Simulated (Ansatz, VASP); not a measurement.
**Fe: VASP beside Ansatz**

```
CELL_PARAMETERS angstrom
0.00000 1.97982 2.00365
1.52783 0.00000 2.00365
1.52783 1.97982 0.00000
ATOMIC_POSITIONS crystal
Fe 0.00000 0.00000 0.00000
```

Change from the starting cell: volume scaled by 1.06.

Alike in both runs: task single point; functional LDA; k mesh 16 × 16 × 16; occupations fermi-dirac, width 0.05 eV; collinear spin.

|  | VASP | Ansatz |
| --- | --- | --- |
| version | VASP 6.6.1 | Ansatz 0.2.0 |
| potentials or method | VASP PAW LDA potentials, release 64 (Fe), cutoff 520 eV | all-electron LAPW, scalar-relativistic |

|  | VASP | Ansatz | Ansatz less VASP |
| --- | --- | --- | --- |
| pressure (GPa) | -26.0 | -25.4 | +0.66 |
| traceless stress, the component that is largest in VASP (GPa) | -4.47 | -4.45 | +0.028 |
| net moment per atom (μB) | 2.26 | 2.29 | +0.033 |
| size of the moment on the site where the two differ most (μB) | 2.24 | 2.32 | +0.086 |

LDA's correlation is that of Perdew and Zunger in VASP and of Perdew and Wang (1992) in Ansatz. Site moments also hang on the region over which each program counts them. Ansatz ran all-electron here, and VASP with PAW potentials.
